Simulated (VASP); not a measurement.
A run of VASP 6.6.1 is set up as follows.

File INCAR:

```
PREC = Accurate
ENCUT = 520
EDIFF = 1E-7
ISMEAR = -1
SIGMA = 0.1
LREAL = F
LASPH = T
NELM = 80
ALGO = Normal
ISIF = 2
LWAVE = F
LCHARG = F
GGA = RP
NBANDS = 20
KPAR = 4
```

The input KPOINTS:

```
Automatic mesh
0
Gamma
  18 18 17
```

POSCAR

```
In
1.0
   -4.0146471961      3.9842416709      1.6428820006
    3.9842416709     -4.0146471961      1.6428820006
    2.2134537028      2.2134537028     -1.6985697758
In
2
Direct
    0.9990946252      0.0009053748      1.0000000000
    0.7509053748      0.2490946252      0.5000000000
```

Potentials or basis: VASP PAW PBE potentials, release 64 (In_d).

Run with:

```bash
$ cat potpaw_PBE.64/In_d/POTCAR > POTCAR
$ mpirun -np 4 vasp_std > vasp.out
```

**Question.** Estimate the largest force.

**Answer.** 0.018 eV/Å.

**Question.** What does it give for the band gap on the k mesh?

**Answer.** Zero (bands 13 and 14 overlap by 6.10 eV).

Stress tensor (GPa, compression positive):
```
-0.06 -0.21  0.05
-0.21 -0.06  0.05
 0.05  0.05  0.21
```

Caveat: the PAW data sets were made with another functional, which shifts forces and pressure a little; spin-orbit coupling is left out, which moves the levels of the heavy elements.
